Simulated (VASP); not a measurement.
ZrC:

```
Zr C
1.0
     0.00000    2.36500    2.36500
     2.36500    0.00000    2.36500
     2.36500    2.36500    0.00000
Zr C
1 1
Cartesian
  2.3650 2.3650 2.3650
  0.0000 0.0000 0.0000
```

Base run:

- Program: VASP 6.6.1
- Functional: PBE
- Potentials or basis: VASP PAW PBE potentials, release 64 (Zr_sv, C)
- Cutoff: 520 eV
- k mesh: 12 × 12 × 12
- Occupations: fermi-dirac, width 0.05 eV
- Spin: collinear spin
- Starting moments: [0.9, 0.0] μB
- Fixed moment: 0.9 μB

Its results: pressure 0.9 GPa; net moment 0.90 μB per cell.

The run is repeated on the same cell with these changes: fixed moment from 0.9 μB to none; moments at the start from [0.9, 0.0] to [1.0, 0.0]. What comes out?

Pressure -2.7 GPa; net moment 0.00 μB per cell.

Caveats: the total moment is fixed, so each spin has its own Fermi level and the state may be an excited one (at least some runs).
